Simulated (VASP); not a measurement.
A run of VASP 6.6.1:

The input INCAR:

```
  PREC = Accurate
  ENCUT = 600
  EDIFF = 1E-6
  ISMEAR = 0
  SIGMA = 0.05
  LREAL = False
  LASPH = True
  NELM = 120
  ALGO = Normal
  ISIF = 2
  LWAVE = False
  LCHARG = True
  GGA = PS
  LELF = True
  LVHAR = True
  NBANDS = 25
  GGA_COMPAT = False
```

The input KPOINTS:

```
Automatic mesh
0
Gamma
  8 8 8
```

POSCAR

```
LuAl3
1.0
    4.2014765787      0.0000000000      0.0000000000
    0.0000000000      4.2014765787      0.0000000000
    0.0000000000      0.0000000000      4.2014765787
Lu Al
1 3
Direct
    0.0000000000      0.0000000000      0.0000000000
    0.0000000000      0.5000000000      0.5000000000
    0.5000000000      0.5000000000      0.0000000000
    0.5000000000      0.0000000000      0.5000000000
```

Potentials or basis: VASP PAW PBE potentials, release 64 (Lu, Al).

Run with:

```console
$ cat potpaw_PBE.64/Lu/POTCAR potpaw_PBE.64/Al/POTCAR > POTCAR
$ mpirun -np 1 vasp_std > vasp.out
```

Hardware: 1 thread of AMD EPYC 9R45 96-Core Processor (Zen 5), on a shared host.

Problem. Estimate the wall time of this run.

Solution. Wall time 41 s on 1 thread of AMD EPYC 9R45 96-Core Processor (Zen 5), with other jobs on the host, peak memory 0.23 GiB. Counts: scf iterations 12, k points 35.
